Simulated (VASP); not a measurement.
Write the native input for VASP 6.6.1 that does the following.

| Item | Value |
| --- | --- |
| Task | single point |
| Functional | LDA |
| Potentials or basis | VASP PAW LDA potentials, release 64 (Os) |
| Cutoff | 520 eV |
| k mesh | 18 × 18 × 18 |
| Occupations | gaussian, width 0.1 eV |
| Spin | no spin polarisation |
| Dipole correction | no |
| Further INCAR settings | ALGO = Normal; EDIFF = 1e-06; NBANDS = 10 |

The structure of Os lies in POSCAR:

```
Os
1.0
    0.0000000000      1.8796091000      1.8796091000
    1.8796091000      0.0000000000      1.8796091000
    1.8796091000      1.8796091000      0.0000000000
Os
1
Direct
    0.0000000000      0.0000000000      0.0000000000
```

This isn't the form of Os at room conditions, which is hcp.

This cell differs from its parent crystal: strained.

These files were run (other wordings do the same):

INCAR

```
SYSTEM = Os
PREC     = Accurate       ! precision mode
ENCUT    = 520            ! plane-wave cutoff, eV
EDIFF    = 1E-6           ! SCF threshold, eV
ISMEAR   = 0              ! smearing method
SIGMA    = 0.1            ! smearing width, eV
LREAL    = .FALSE.        ! projectors in reciprocal space
LASPH    = .TRUE.         ! aspherical terms in the spheres
NELM     = 100            ! most SCF steps
ALGO     = Normal         ! electronic algorithm
ISIF     = 2              ! what is computed and relaxed
LWAVE    = .FALSE.        ! write WAVECAR
LCHARG   = .FALSE.        ! write CHGCAR
NBANDS   = 10             ! bands
```

KPOINTS

```
Automatic mesh
0
G
  18 18 18
  0 0 0
```

Potentials or basis: VASP PAW LDA potentials, release 64 (Os).

Launch:

```sh
$ cat potpaw_LDA.64/Os/POTCAR > POTCAR
$ mpirun -np 1 vasp_std > vasp.out
```

Results of the run:

```yaml
Pressure: 17.8 GPa
Band_gap_on_the_k_mesh: zero (bands 4 and 5 overlap by 4.19 eV)
```

Caveat: the cell differs from its parent crystal (strained); the cell stands under pressure; spin-orbit coupling is left out, which moves the levels of the heavy elements.

Wall time 14 s on 1 thread of AMD EPYC 7R13 Processor (Zen 3), on a shared host, peak memory 0.11 GiB.
